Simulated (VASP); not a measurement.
KBr, 2 atoms in the cell. It takes space group Fm-3m (No. 225, cubic). The conventional cell has a = 6.600 Å, b = 6.600 Å, c = 6.600 Å, α = 90.00°, β = 90.00°, γ = 90.00°. Br (site symmetry m-3m) has 6 K at 3.30 Å within 4.3 Å. Within 4.3 Å of K (site symmetry m-3m) lie 6 Br at 3.30 Å. 

- Program: VASP 6.6.1
- Task: single point
- Functional: PBE
- Dispersion: D3(BJ)
- Potentials or basis: VASP PAW PBE potentials, release 64 (Br, K_sv)
- Cutoff: 520 eV
- k mesh: 7 × 7 × 7
- Occupations: fermi-dirac, width 0.05 eV
- Spin: no spin polarisation
- Dipole correction: no
- Further INCAR settings: ALGO = Normal; EDIFF = 1e-06; NBANDS = 15

Potentials or basis: VASP PAW PBE potentials, release 64 (Br, K_sv).

Command:

```console
$ cat potpaw_PBE.64/Br/POTCAR potpaw_PBE.64/K_sv/POTCAR > POTCAR
$ mpirun -np 1 vasp_std > vasp.out
```

Hardware: 1 thread of Intel(R) Xeon(R) Platinum 8488C (Sapphire Rapids), with other jobs on the host.

Problem. Estimate the wall time of this run.

Solution. It took 12 s on 1 thread of Intel(R) Xeon(R) Platinum 8488C (Sapphire Rapids), on a shared host, peak memory 0.22 GiB. Counts: scf iterations 13, k points 20.
